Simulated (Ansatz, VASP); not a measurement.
## Two plane-wave programs on As

```
CELL_PARAMETERS angstrom
1.86817 1.07859 3.49048
-1.86817 1.07859 3.49048
0.00000 -2.15718 3.49048
ATOMIC_POSITIONS crystal
As 0.22600 0.22600 0.22600
As 0.77400 0.77400 0.77400
```

Alike in both runs: task single point; functional PBE0; k mesh 4 × 4 × 4; occupations fermi-dirac, width 0.05 eV; no spin polarisation.

|  | VASP | Ansatz |
| --- | --- | --- |
| version | VASP 6.6.1 | Ansatz 0.2.0 |
| potentials or method | VASP PAW PBE potentials, release 64 (As_d) | Ansatz PAW |
| plane-wave cutoff (eV) | 400 | 420 |
| valence electrons in the cell | 30 | 30 |

Ansatz gave:

```
gap on the k mesh at the Fermi level (eV) : 0.86
least direct gap on the mesh (eV)         : 1.06
rms of the force components (eV/Å)        : 0.044
```

**Question.** Estimate VASP's values.

**Answer.** gap on the k mesh at the Fermi level (eV): 0.98; least direct gap on the mesh (eV): 1.13; rms of the force components (eV/Å): 0.029.

Atom by atom the forces differ by 0.014 eV/Å (rms over components).

The k mesh is coarse, so the values compare programs but aren't converged.
